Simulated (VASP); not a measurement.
# MgZn2TeS2 (P4/mmm) in VASP: single point with PBE

Aim: the single point of MgZn2TeS2 with PBE.

Program: VASP 6.6.1. These are calculated values, not measurements. Logs are shortened: lines on timing, memory, paths and dates and some standing lists are left out, and cuts for length are marked.

### Step 1. The cell of the first run

Symmetry: P4/mmm, No. 123, tetragonal system. Conventional cell: a = 5.299 Å, b = 5.299 Å, c = 5.396 Å, α = 90.00°, β = 90.00°, γ = 90.00°. Within 3.6 Å of Mg (site symmetry 4/mmm) lie 2 Te at 2.70 Å. Zn (site symmetry 4mm) has 2 Zn at 2.61 to 2.78 Å and 4 S at 2.99 Å within 3.4 Å. Within 3.5 Å of Te (site symmetry 4/mmm) lie 4 S at 2.65 Å and 2 Mg at 2.70 Å. Within 3.5 Å of S (site symmetry mmm) lie 2 Te at 2.65 Å and 4 Zn at 2.99 Å.

### Step 2. Single point, PBE

File INCAR:

```
SYSTEM = MgZn2TeS2
  PREC = Accurate
  ENCUT = 600
  EDIFF = 1E-6
  ISMEAR = 0
  SIGMA = 0.1
  LREAL = .False.
  LASPH = .True.
  NELM = 120
  ALGO = Normal
  ISIF = 2
  LWAVE = .False.
  LCHARG = .False.
  GGA = PE
  NBANDS = 31
  GGA_COMPAT = .False.
```

File KPOINTS:

```
Automatic mesh
0
Gamma
  8 8 8
  0 0 0
```

File POSCAR:

```
MgZn2TeS2
1.0
    5.2993067775      0.0000000000      0.0000000000
    0.0000000000      5.2993067775      0.0000000000
    0.0000000000      0.0000000000      5.3958693864
Mg Zn Te S
1 2 1 2
Direct
    0.0000000000      0.0000000000      0.5000000000
    0.5000000000      0.5000000000      0.7422384607
    0.5000000000      0.5000000000      0.2577615393
    0.0000000000      0.0000000000      0.0000000000
    0.5000000000      0.0000000000      0.0000000000
    0.0000000000      0.5000000000      0.0000000000
```

Potentials or basis: VASP PAW PBE potentials, release 64 (Mg, Zn, Te, S).

Launch:

```console
$ cat potpaw_PBE.64/Mg/POTCAR potpaw_PBE.64/Zn/POTCAR potpaw_PBE.64/Te/POTCAR potpaw_PBE.64/S/POTCAR > POTCAR
$ mpirun -np 1 vasp_std > vasp.out
```

OUTCAR:

```text
SYSTEM = MgZn2TeS2
   PREC = Accurate
   ENCUT = 600
   EDIFF = 1E-6
   ISMEAR = 0
   LREAL = .False.
   LASPH = .True.
   NELM = 120
   ISIF = 2
   GGA = PE

 ion  position               nearest neighbor table
   1  0.000  0.000  0.500-   4 2.70   4 2.70
   2  0.500  0.500  0.742-   3 2.61   3 2.78
   3  0.500  0.500  0.258-   2 2.61   2 2.78
   4  0.000  0.000  0.000-   5 2.65   6 2.65   6 2.65   5 2.65   1 2.70   1 2.70
   5  0.500  0.000  0.000-   4 2.65   4 2.65
   6  0.000  0.500  0.000-   4 2.65   4 2.65

  LATTYP: Found a simple tetragonal cell.
 ALAT       =     5.2993067775
 C/A-ratio  =     1.0182217435

  Lattice vectors:

 A1 = (   5.2993067775,   0.0000000000,   0.0000000000)
 A2 = (   0.0000000000,   5.2993067775,   0.0000000000)
 A3 = (   0.0000000000,   0.0000000000,   5.3958693864)

Analysis of symmetry for initial positions (statically):
=====================================================================
 Subroutine PRICEL returns:
 Original cell was already a primitive cell.

 Routine SETGRP: Setting up the symmetry group for a
 simple tetragonal supercell.

 Subroutine GETGRP returns: Found 16 space group operations
 (whereof 16 operations were pure point group operations)
 out of a pool of 16 trial point group operations.

The static configuration has the point symmetry D_4h.

Analysis of symmetry for dynamics (positions and initial velocities):
=====================================================================
 Subroutine PRICEL returns:
 Original cell was already a primitive cell.

 Routine SETGRP: Setting up the symmetry group for a
 simple tetragonal supercell.

 Subroutine GETGRP returns: Found 16 space group operations
 (whereof 16 operations were pure point group operations)
 out of a pool of 16 trial point group operations.

The dynamic configuration has the point symmetry D_4h.

 Subroutine INISYM returns: Found 16 space group operations
 (whereof 16 operations are pure point group operations),
 and found     1 'primitive' translations

----------------------------------------------------------------------------------------

                                     Primitive cell

  volume of cell :     151.5303

  direct lattice vectors                    reciprocal lattice vectors
     5.299306778  0.000000000  0.000000000     0.188703927  0.000000000  0.000000000
     0.000000000  5.299306778  0.000000000     0.000000000  0.188703927  0.000000000
     0.000000000  0.000000000  5.395869386     0.000000000  0.000000000  0.185326947

  length of vectors
     5.299306778  5.299306778  5.395869386     0.188703927  0.188703927  0.185326947
[... 95 lines left out ...]
   ISIF   =      2    stress and relaxation
   ISYM   =      2    0-nonsym 1-usesym 2-fastsym
   POTIM  = 0.5000    time-step for ionic-motion
   TEBEG  =    0.0;   TEEND  =   0.0 temperature during run
   PSTRESS=    0.0 pullay stress
   NELECT =      44.0000    total number of electrons
   NUPDOWN=      -1.0000    fix difference up-down
   EMIN   =  10.00;   EMAX   =-10.00  energy-range for DOS
   EFERMI =   0.00;   METHOD = LEGACY
   ISMEAR =     0;   SIGMA  =   0.10  broadening in eV -4-tet -1-fermi 0-gaus
   EFERMI_NEDOS =   21; number of points for ismear=-14 and -15
   IALGO  =     38    algorithm
   IMIX   =      4    mixing-type and parameters
     AMIX     =   0.40;   BMIX     =  1.00
     AMIX_MAG =   1.60;   BMIX_MAG =  1.00
  volume/ion in A,a.u.               =      25.26       170.43
  Fermi-wavevector in a.u.,A,eV,Ry     =   1.084075  2.048604 15.989811  1.175218
  Thomas-Fermi vector in A             =   2.220156
   LORBIT       =      0    0 simple, 1 ext, 2 COOP (PROOUT), +10 PAW based schemes
   GGA     = PE    functional components
   LHFCALC =     F    Hartree Fock is set to
   AEXX    =    0.0000 exact exchange contribution
   IVDW    =     0    specifies the selected vdW correction
   LEPSILON=     F    determine dielectric tensor
   LRPA    =     F    only Hartree local field effects (RPA)
 non-spin polarized calculation
 Gauss-broadening in eV      SIGMA  =   0.10
  energy-cutoff  :      600.00
  volume of cell :      151.53
 maximum number of plane-waves:      5114
   NGX = 21   NGY = 21   NGZ = 21

 number of electron      44.0000021 magnetization

 Free energy of the ion-electron system (eV)
  ---------------------------------------------------
  ext. energy  EPLUGINS =         0.00000000
  ---------------------------------------------------
  free energy    TOTEN  =       -14.12233017 eV

  energy without entropy =      -14.10466814  energy(sigma->0) =      -14.11349915

 E-fermi :   3.4239     XC(G=0):  -8.8893

 val. band max:        3.4233734486   @ k =   0.2500   0.1250   0.1250
 cond. band min:       3.4333572379   @ k =   0.2500   0.0000   0.1250
 fundamental gap:      0.0099837893
 Fermi energy:         3.4238973756

 k-point     1 :       0.0000    0.0000    0.0000
  band No.  band energies     occupation
      1     -11.3404      2.00000
      2      -9.0499      2.00000
      3      -6.4410      2.00000
      4      -4.0654      2.00000
      5      -3.8774      2.00000
      6      -3.8774      2.00000
[... 805 lines left out ...]
     30       7.7242      0.00000
     31       8.7538      0.00000

 [... further k-points ...]

------------------------ aborting loop because EDIFF is reached ----------------------------------------

  FORCE on cell =-STRESS in cart. coord.  units (eV):
  Direction    XX          YY          ZZ          XY          YZ          ZX
  --------------------------------------------------------------------------------------
  -------------------------------------------------------------------------------------
  Total       -0.0478435     -0.0478435      0.0509772      0.0000000     -0.0000000      0.0000000
  in kB       -0.5058645     -0.5058645      0.5389973      0.0000000     -0.0000000      0.0000000
  external PRESSURE =      -0.1575772 kB  Pullay stress =       0.0000000 kB

 VOLUME and BASIS-vectors are now :
 -----------------------------------------------------------------------------
  energy-cutoff  :      600.00
  volume of cell :      151.53
      direct lattice vectors                 reciprocal lattice vectors
     5.299306778  0.000000000  0.000000000     0.188703927  0.000000000  0.000000000
     0.000000000  5.299306778  0.000000000     0.000000000  0.188703927  0.000000000
     0.000000000  0.000000000  5.395869386     0.000000000  0.000000000  0.185326947

 POSITION                                       TOTAL-FORCE (eV/Angst)
 -----------------------------------------------------------------------------------
      0.00000      0.00000      2.69793        -0.000000      0.000000      0.000000
      2.64965      2.64965      4.00502         0.000000      0.000000      0.000373
      2.64965      2.64965      1.39085        -0.000000      0.000000     -0.000373
      0.00000      0.00000      0.00000        -0.000000      0.000000      0.000000
      2.64965      0.00000      0.00000        -0.000000      0.000000      0.000000
      0.00000      2.64965      0.00000        -0.000000      0.000000      0.000000
 -----------------------------------------------------------------------------------
    total drift:                                0.000000      0.000000     -0.000000

  FREE ENERGIE OF THE ION-ELECTRON SYSTEM (eV)
  ---------------------------------------------------
  free  energy   TOTEN  =       -14.1223301669 eV

  energy  without entropy=      -14.1046681407  energy(sigma->0) =      -14.11349915
```

OSZICAR:

```text
N       E                     dE             d eps       ncg     rms          rms(c)
DAV:   1     0.291196900028E+03    0.29120E+03   -0.20240E+04  4650   0.156E+03
DAV:   2     0.198129882135E+02   -0.27138E+03   -0.25814E+03  4772   0.338E+02
DAV:   3    -0.140168131306E+02   -0.33830E+02   -0.32608E+02  5838   0.108E+02
DAV:   4    -0.153237630729E+02   -0.13069E+01   -0.12977E+01  5458   0.197E+01
DAV:   5    -0.153471945659E+02   -0.23431E-01   -0.23425E-01  5668   0.284E+00    0.146E+01
DAV:   6    -0.141342755532E+02    0.12129E+01   -0.41328E+00  6589   0.228E+01    0.850E+00
DAV:   7    -0.141329453577E+02    0.13302E-02   -0.76745E-01  5493   0.577E+00    0.433E+00
DAV:   8    -0.141223017410E+02    0.10644E-01   -0.66389E-02  5392   0.143E+00    0.121E+00
DAV:   9    -0.141220573497E+02    0.24439E-03   -0.84235E-03  5490   0.462E-01    0.424E-01
DAV:  10    -0.141222813748E+02   -0.22403E-03   -0.11506E-03  5551   0.164E-01    0.146E-01
DAV:  11    -0.141223240552E+02   -0.42680E-04   -0.23013E-04  5829   0.926E-02    0.153E-02
DAV:  12    -0.141223278875E+02   -0.38324E-05   -0.32435E-05  5511   0.286E-02    0.181E-02
DAV:  13    -0.141223298401E+02   -0.19526E-05   -0.38667E-06  5339   0.862E-03    0.498E-03
DAV:  14    -0.141223301669E+02   -0.32681E-06   -0.68102E-07  3873   0.382E-03
   1 F= -.14122330E+02 E0= -.14113499E+02  d E =-.176620E-01
```

Run time: 7.6 min. Hardware: 1 thread of Oxide Virtual Turin-like, shared host; peak memory 0.57 GiB.

Results:

```yaml
Free_energy: -14.1223 eV
Pressure: 0.0 GPa
Band_gap_on_the_k_mesh: zero (bands 22 and 23 overlap by 1.46 eV)
```

Caveat: spin-orbit coupling is left out, which moves the levels of the heavy elements.
